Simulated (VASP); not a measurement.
Here is a VASP 6.6.1 calculation.

Contents of POSCAR:

```
Pt
1.0
    0.0000000000      2.7493532049      2.7493532049
    2.7493532049      0.0000000000      2.7493532049
    2.7493532049      2.7493532049      0.0000000000
Pt
2
Direct
    0.1250000000      0.1250000000      0.1250000000
    0.8750000000      0.8750000000      0.8750000000
```

INCAR.step1

```
SYSTEM = Pt
PREC = Accurate ; ENCUT = 520
ISMEAR = -1 ; SIGMA = 0.05
LREAL = .False. ; LASPH = .True.
NELM = 150 ; ISPIN = 2
MAGMOM = -0.668 -0.668 ; LMAXMIX = 4
NBANDS = 21 ; GGA = PE
ALGO = Normal ; EDIFF = 1E-4
LWAVE = .True. ; LCHARG = .False.
```

The input INCAR.step2:

```
SYSTEM = Pt
PREC = Accurate ; ENCUT = 520
EDIFF = 1E-7 ; ISMEAR = -1
SIGMA = 0.05 ; LREAL = .False.
LASPH = .True. ; NELM = 150
ALGO = Normal ; ISIF = 2
LWAVE = .False. ; LCHARG = .False.
ISPIN = 2 ; MAGMOM = -0.668 -0.668
LORBIT = 11 ; LMAXMIX = 4
METAGGA = R2SCAN ; LMIXTAU = .True.
NBANDS = 21 ; ISTART = 1
```

File KPOINTS:

```
Automatic mesh
0
Gamma
  16 16 16
  0 0 0
```

Potentials or basis: VASP PAW PBE potentials, release 64 (Pt).

Launch:

```bash
$ cat potpaw_PBE.64/Pt/POTCAR > POTCAR
$ cp INCAR.step1 INCAR
$ mpirun -np 1 vasp_std > vasp.out
$ cp INCAR.step2 INCAR
$ mpirun -np 1 vasp_std > vasp.out
```

(1) Estimate the net moment.

(2) What does it give for the band gap on the k mesh?

## Answers

(1) 0.00 μB per cell.

(2) zero (filled and empty bands overlap).

Caveat: spin-orbit coupling is left out, which moves the levels of the heavy elements.
